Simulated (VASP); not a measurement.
# RbMgNbO3 (Cm) in VASP: a series of runs

RbMgNbO3 is run at these levels: PBEsol; tasks: single point.

Everything below comes from runs of VASP 6.6.1. Logs are shortened: lines on timing, memory, paths and dates and some standing lists are left out, and cuts for length are marked.

## Step 1: The cell of the first run

Symmetry: Cm, No. 8, monoclinic system. The conventional cell has a = 8.215 Å, b = 6.442 Å, c = 5.220 Å, α = 90.00°, β = 107.60°, γ = 90.00°. Nb (site symmetry m) has 3 O at 1.87 Å within 2.5 Å. Within 4.3 Å of Rb (site symmetry m) lie 9 O at 3.28 to 3.56 Å and 4 Mg at 3.67 to 3.73 Å and 3 Nb at 3.79 to 3.80 Å. Within 2.6 Å of Mg (site symmetry m) lie 3 O at 1.96 Å. Within 2.5 Å of O (site symmetry 1) lie 1 Nb at 1.87 Å and 1 Mg at 1.96 Å. O (site symmetry m) has 1 Nb at 1.87 Å and 1 Mg at 1.96 Å within 2.5 Å.

## Step 2: Single point, PBEsol

INCAR reads:

```
SYSTEM = RbMgNbO3
PREC     = Accurate       ! precision mode
ENCUT    = 520            ! plane-wave cutoff, eV
EDIFF    = 1E-6           ! SCF threshold, eV
ISMEAR   = 1              ! smearing method
SIGMA    = 0.05           ! smearing width, eV
LREAL    = .FALSE.        ! projectors in reciprocal space
LASPH    = .TRUE.         ! aspherical terms in the spheres
NELM     = 100            ! most SCF steps
ALGO     = Normal         ! electronic algorithm
ISIF     = 2              ! what is computed and relaxed
LWAVE    = .FALSE.        ! write WAVECAR
LCHARG   = .TRUE.         ! write CHGCAR
GGA      = PS             ! functional
LELF     = .TRUE.         ! ELF
LVHAR    = .TRUE.       
NBANDS   = 30             ! bands
```

KPOINTS reads:

```
Automatic mesh
0
G
  5 5 5
  0 0 0
```

POSCAR reads:

```
RbMgNbO3
1.0
    4.1075982116     -3.2211924148      0.0000000000
    4.1075982116      3.2211924148      0.0000000000
   -1.5785830165      0.0000000000      4.9759404912
Nb Rb Mg O
1 1 1 3
Direct
    0.0926169700      0.0926169700      0.9048465200
    0.4954889400      0.4954889400      0.4999296000
    0.8301258600      0.8301258600      0.1669181900
    0.4389676600      0.9377299000      0.0602667600
    0.9377299000      0.4389676600      0.0602667600
    0.9384036800      0.9384036800      0.5577721600
```

Potentials or basis: VASP PAW PBE potentials, release 64 (Nb_sv, Rb_sv, Mg, O).

Run with:

```bash
$ cat potpaw_PBE.64/Nb_sv/POTCAR potpaw_PBE.64/Rb_sv/POTCAR potpaw_PBE.64/Mg/POTCAR potpaw_PBE.64/O/POTCAR > POTCAR
$ mpirun -np 1 vasp_std > vasp.out
```

OUTCAR:

```text
SYSTEM = RbMgNbO3
   PREC = Accurate
   ENCUT = 520
   EDIFF = 1E-6
   ISMEAR = 1
   LREAL = .FALSE.
   LASPH = .TRUE.
   NELM = 100
   ISIF = 2
   GGA = PS

 ion  position               nearest neighbor table
   1  0.093  0.093  0.905-   4 1.87   5 1.87   6 1.87   3 2.88   2 3.79   2 3.80   2 3.80
   2  0.495  0.495  0.500-   4 3.28   5 3.28   6 3.28   6 3.28   4 3.29   5 3.29   4 3.54   5 3.54
                             6 3.56   3 3.67   3 3.72   3 3.72   3 3.73   1 3.79   1 3.80   1 3.80
   3  0.830  0.830  0.167-   4 1.96   5 1.96   6 1.96   1 2.88   2 3.67   2 3.72   2 3.72   2 3.73

   4  0.439  0.938  0.060-   1 1.87   3 1.96   2 3.28   2 3.29   2 3.54
   5  0.938  0.439  0.060-   1 1.87   3 1.96   2 3.28   2 3.29   2 3.54
   6  0.938  0.938  0.558-   1 1.87   3 1.96   2 3.28   2 3.28   2 3.56

  LATTYP: Found a base centered monoclinic cell.
 ALAT       =     8.2151964232
 B/A-ratio  =     0.7842033833
 C/A-ratio  =     0.6354487156
 COS(beta)  =    -0.3023910744

  Lattice vectors:

 A1 = (   4.1075982116,  -3.2211924148,   0.0000000000)
 A2 = (   4.1075982116,   3.2211924148,   0.0000000000)
 A3 = (  -1.5785830165,   0.0000000000,   4.9759404912)

Analysis of symmetry for initial positions (statically):
=====================================================================
 Subroutine PRICEL returns:
 Original cell was already a primitive cell.

 Routine SETGRP: Setting up the symmetry group for a
 base centered monoclinic supercell.

 Subroutine GETGRP returns: Found  2 space group operations
 (whereof  2 operations were pure point group operations)
 out of a pool of  4 trial point group operations.

The static configuration has the point symmetry C_1h.

Analysis of symmetry for dynamics (positions and initial velocities):
=====================================================================
 Subroutine PRICEL returns:
 Original cell was already a primitive cell.

 Routine SETGRP: Setting up the symmetry group for a
 base centered monoclinic supercell.

 Subroutine GETGRP returns: Found  2 space group operations
 (whereof  2 operations were pure point group operations)
 out of a pool of  4 trial point group operations.

The dynamic configuration has the point symmetry C_1h.

 Subroutine INISYM returns: Found  2 space group operations
 (whereof  2 operations are pure point group operations),
 and found     1 'primitive' translations

----------------------------------------------------------------------------------------

                                     Primitive cell

  volume of cell :     131.6770

  direct lattice vectors                    reciprocal lattice vectors
     4.107598212 -3.221192415  0.000000000     0.121725635 -0.155222022  0.038616623
     4.107598212  3.221192415  0.000000000     0.121725635  0.155222022  0.038616623
    -1.578583017  0.000000000  4.975940491     0.000000000  0.000000000  0.200967034

  length of vectors
     5.220004180  5.220004180  5.220336015     0.201003109  0.201003109  0.200967034

  position of ions in fractional coordinates (direct lattice)
     0.092616970  0.092616970  0.904846520
     0.495488940  0.495488940  0.499929600
     0.830125860  0.830125860  0.166918190
     0.438967660  0.937729900  0.060266760
     0.937729900  0.438967660  0.060266760
     0.938403680  0.938403680  0.557772160

  ion indices of the primitive-cell ions
   primitive index   ion index
                 1           1
                 2           2
                 3           3
                 4           4
                 5           5
                 6           6

----------------------------------------------------------------------------------------

 KPOINTS: Automatic mesh

Automatic generation of k-mesh.
 Grid dimensions read from file:
 generate k-points for:    5    5    5

 Generating k-lattice:

  Cartesian coordinates                     Fractional coordinates (reciprocal lattice)
     0.024345127 -0.031044404  0.007723325     0.200000000  0.000000000  0.000000000
     0.024345127  0.031044404  0.007723325     0.000000000  0.200000000  0.000000000
     0.000000000  0.000000000  0.040193407     0.000000000  0.000000000  0.200000000

  Length of vectors
     0.040200622  0.040200622  0.040193407

  Shift w.r.t. Gamma in fractional coordinates (k-lattice)
     0.000000000  0.000000000  0.000000000

 Subroutine IBZKPT returns following result:
 ===========================================

 Found     39 irreducible k-points:

 Following reciprocal coordinates:
            Coordinates               Weight
  0.000000  0.000000  0.000000      1.000000
  0.200000  0.000000  0.000000      4.000000
  0.400000  0.000000  0.000000      4.000000
  0.200000  0.200000  0.000000      2.000000
  0.400000  0.200000  0.000000      4.000000
 -0.400000  0.200000  0.000000      4.000000
[... 16 lines left out ...]
 -0.200000 -0.400000  0.200000      4.000000
 -0.200000 -0.200000  0.200000      2.000000
 [... further k-points ...]
   k-points           NKPTS =     39   k-points in BZ     NKDIM =     39   number of bands    NBANDS=     30
   number of dos      NEDOS =    301   number of ions     NIONS =      6
   total plane-waves  NPLWV =  64000
   dimension x,y,z NGX =    40 NGY =   40 NGZ =   40
   dimension x,y,z NGXF=    80 NGYF=   80 NGZF=   80
   ions per type =               1   1   1   3
   NGX,Y,Z   is equivalent  to a cutoff of  12.74, 12.74, 12.74 a.u.
   NGXF,Y,Z  is equivalent  to a cutoff of  25.48, 25.48, 25.48 a.u.
 SYSTEM =  RbMgNbO3
   PREC   = accura    normal or accurate (medium, high low for compatibility)
   ISTART =      0    job   : 0-new  1-cont  2-samecut
   ICHARG =      2    charge: 1-file 2-atom 10-const
   ISPIN  =      1    spin polarized calculation?
   LNONCOLLINEAR =      F non collinear calculations
   LSORBIT =      F    spin-orbit coupling
   LASPH  =      T    aspherical Exc in radial PAW
   ENCUT  =  520.0 eV  38.22 Ry    6.18 a.u.   9.71  9.71  9.71*2*pi/ulx,y,z
   NELM   =    100;   NELMIN=  2; NELMDL= -5     # of ELM steps
   EDIFF  = 0.1E-05   stopping-criterion for ELM
   LREAL  =      F    real-space projection
   EDIFFG = 0.1E-04   stopping-criterion for IOM
   NSW    =      0    number of steps for IOM
   IBRION =     -1    ionic relax: 0-MD 1-quasi-New 2-CG
   NFREE  =      0    steps in history (QN), initial steepest desc. (CG)
   ISIF   =      2    stress and relaxation
   ISYM   =      2    0-nonsym 1-usesym 2-fastsym
   POTIM  = 0.5000    time-step for ionic-motion
   TEBEG  =    0.0;   TEEND  =   0.0 temperature during run
   PSTRESS=    0.0 pullay stress
   NELECT =      42.0000    total number of electrons
   NUPDOWN=      -1.0000    fix difference up-down
   EMIN   =  10.00;   EMAX   =-10.00  energy-range for DOS
   EFERMI =   0.00;   METHOD = LEGACY
   ISMEAR =     1;   SIGMA  =   0.05  broadening in eV -4-tet -1-fermi 0-gaus
   EFERMI_NEDOS =   21; number of points for ismear=-14 and -15
   IALGO  =     38    algorithm
   IMIX   =      4    mixing-type and parameters
     AMIX     =   0.40;   BMIX     =  1.00
     AMIX_MAG =   1.60;   BMIX_MAG =  1.00
  volume/ion in A,a.u.               =      21.95       148.10
  Fermi-wavevector in a.u.,A,eV,Ry     =   1.118548  2.113749 17.022927  1.251150
  Thomas-Fermi vector in A             =   2.255180
   LORBIT       =      0    0 simple, 1 ext, 2 COOP (PROOUT), +10 PAW based schemes
   GGA     = PS    functional components
   LHFCALC =     F    Hartree Fock is set to
   AEXX    =    0.0000 exact exchange contribution
   IVDW    =     0    specifies the selected vdW correction
   LEPSILON=     F    determine dielectric tensor
   LRPA    =     F    only Hartree local field effects (RPA)
 non-spin polarized calculation
 Methfessel and Paxton  Order N= 1 SIGMA  =   0.05
  energy-cutoff  :      520.00
  volume of cell :      131.68
 maximum number of plane-waves:      3571
   NGX = 19   NGY = 19   NGZ = 19

 number of electron      41.9999991 magnetization

 Free energy of the ion-electron system (eV)
  ---------------------------------------------------
  ext. energy  EPLUGINS =         0.00000000
  ---------------------------------------------------
  free energy    TOTEN  =       -41.50647667 eV

  energy without entropy =      -41.50673537  energy(sigma->0) =      -41.50656290

 E-fermi :   1.8667     XC(G=0):  -8.3604

 val. band max:        1.8384639460   @ k =  -0.4000  -0.4000   0.4000
 cond. band min:       3.7380224991   @ k =   0.0000   0.0000   0.4000
 fundamental gap:      1.8995585531
 Fermi energy:         1.8666896172

 k-point     1 :       0.0000    0.0000    0.0000
  band No.  band energies     occupation
      1     -53.4555      2.00000
      2     -29.9441      2.00000
      3     -29.9429      2.00000
      4     -29.3284      2.00000
      5     -25.2987      2.00000
      6     -16.4114      2.00000
[... 22 lines left out ...]
     29       6.9671      0.00000
     30       8.2599      0.00000

 k-point     2 :       0.2000    0.0000    0.0000
  band No.  band energies     occupation
      1     -53.4555      2.00000
      2     -29.9444      2.00000
      3     -29.9430      2.00000
      4     -29.3285      2.00000
      5     -25.2981      2.00000
      6     -16.3763      2.00000
[... 22 lines left out ...]
     29       7.1197      0.00000
     30       8.1410      0.00000

 k-point     3 :       0.4000    0.0000    0.0000
  band No.  band energies     occupation
      1     -53.4555      2.00000
      2     -29.9448      2.00000
      3     -29.9430      2.00000
      4     -29.3287      2.00000
      5     -25.2971      2.00000
      6     -16.3074      2.00000
[... 22 lines left out ...]
     29       7.0735      0.00000
     30       8.1068      0.00000

 k-point     4 :       0.2000    0.2000    0.0000
  band No.  band energies     occupation
      1     -53.4555      2.00000
      2     -29.9444      2.00000
      3     -29.9431      2.00000
      4     -29.3287      2.00000
      5     -25.2978      2.00000
      6     -16.3712      2.00000
[... 22 lines left out ...]
     29       7.2872      0.00000
     30       8.2400      0.00000

 k-point     5 :       0.4000    0.2000    0.0000
  band No.  band energies     occupation
      1     -53.4555      2.00000
      2     -29.9448      2.00000
      3     -29.9432      2.00000
      4     -29.3289      2.00000
      5     -25.2969      2.00000
      6     -16.3136      2.00000
[... 22 lines left out ...]
     29       7.4214      0.00000
     30       8.1757      0.00000
[... 526 lines left out ...]
     29       7.2493      0.00000
     30       8.1689      0.00000

 k-point    22 :      -0.4000   -0.4000    0.2000
  band No.  band energies     occupation
      1     -53.4555      2.00000
      2     -29.9449      2.00000
      3     -29.9435      2.00000
      4     -29.3293      2.00000
      5     -25.2962      2.00000
      6     -16.3497      2.00000
[... 22 lines left out ...]
     29       7.5126      0.00000
     30       8.0192      0.00000

 k-point    23 :      -0.2000   -0.4000    0.2000
  band No.  band energies     occupation
      1     -53.4555      2.00000
      2     -29.9447      2.00000
      3     -29.9433      2.00000
      4     -29.3291      2.00000
      5     -25.2968      2.00000
      6     -16.3582      2.00000
[... 22 lines left out ...]
     29       7.4671      0.00000
     30       8.1073      0.00000

 k-point    24 :      -0.2000   -0.2000    0.2000
  band No.  band energies     occupation
      1     -53.4555      2.00000
      2     -29.9443      2.00000
      3     -29.9432      2.00000
      4     -29.3288      2.00000
      5     -25.2976      2.00000
      6     -16.3978      2.00000
[... 22 lines left out ...]
     29       7.3324      0.00000
     30       8.0866      0.00000

 [... further k-points ...]
[... 5 lines left out ...]
  --------------------------------------------------------------------------------------
  -------------------------------------------------------------------------------------
  Total       -0.2252857     -3.8437088     -2.9404258      0.0000000      0.0000000     -1.8362360
  in kB       -2.7411597    -46.7682655    -35.7775843      0.0000000      0.0000000    -22.3423723
  external PRESSURE =     -28.4290032 kB  Pullay stress =       0.0000000 kB

 VOLUME and BASIS-vectors are now :
 -----------------------------------------------------------------------------
  energy-cutoff  :      520.00
  volume of cell :      131.68
      direct lattice vectors                 reciprocal lattice vectors
     4.107598212 -3.221192415  0.000000000     0.121725635 -0.155222022  0.038616623
     4.107598212  3.221192415  0.000000000     0.121725635  0.155222022  0.038616623
    -1.578583017  0.000000000  4.975940491     0.000000000  0.000000000  0.200967034

 POSITION                                       TOTAL-FORCE (eV/Angst)
 -----------------------------------------------------------------------------------
     -0.66751      0.00000      4.50246         0.169961      0.000000     -0.097027
      3.28136      0.00000      2.48762         0.030780      0.000000     -0.012029
      6.55615      0.00000      0.83057        -0.108773      0.000000      0.056973
      5.55978      1.60661      0.29988        -0.227627      0.754104     -0.375403
      5.55978     -1.60661      0.29988        -0.227627     -0.754104     -0.375403
      6.82868      0.00000      2.77544         0.363287      0.000000      0.802889
 -----------------------------------------------------------------------------------
    total drift:                                0.001199     -0.000000     -0.000928

  FREE ENERGIE OF THE ION-ELECTRON SYSTEM (eV)
  ---------------------------------------------------
  free  energy   TOTEN  =       -41.5064766661 eV

  energy  without entropy=      -41.5067353659  energy(sigma->0) =      -41.50656290
```

Run time: 4.9 min. Hardware: 1 thread of AMD EPYC 7R43 (Zen 3), shared host; peak memory 0.3 GiB.

Results:

```yaml
Free_energy: -41.5065 eV
Pressure: -2.8 GPa
Largest_force: 0.881 eV/Å
Band_gap_on_the_k_mesh: 1.90 eV, indirect (least direct gap 1.94 eV)
```

Forces in eV/Å, atoms in the order of the input:
```
Nb   0.170  0.000 -0.097
Rb   0.031  0.000 -0.012
Mg  -0.109  0.000  0.057
O   -0.228  0.754 -0.375
O   -0.228 -0.754 -0.375
O    0.363  0.000  0.803
```

Stress tensor (GPa, compression positive):
```
-0.27  0.00 -2.23
 0.00 -4.68  0.00
-2.23  0.00 -3.58
```

Caveat: the PAW data sets were made with another functional, which shifts forces and pressure a little. As with any semilocal functional, this PBEsol gap is likely too small.

(Part 1 of 2 ends here.)
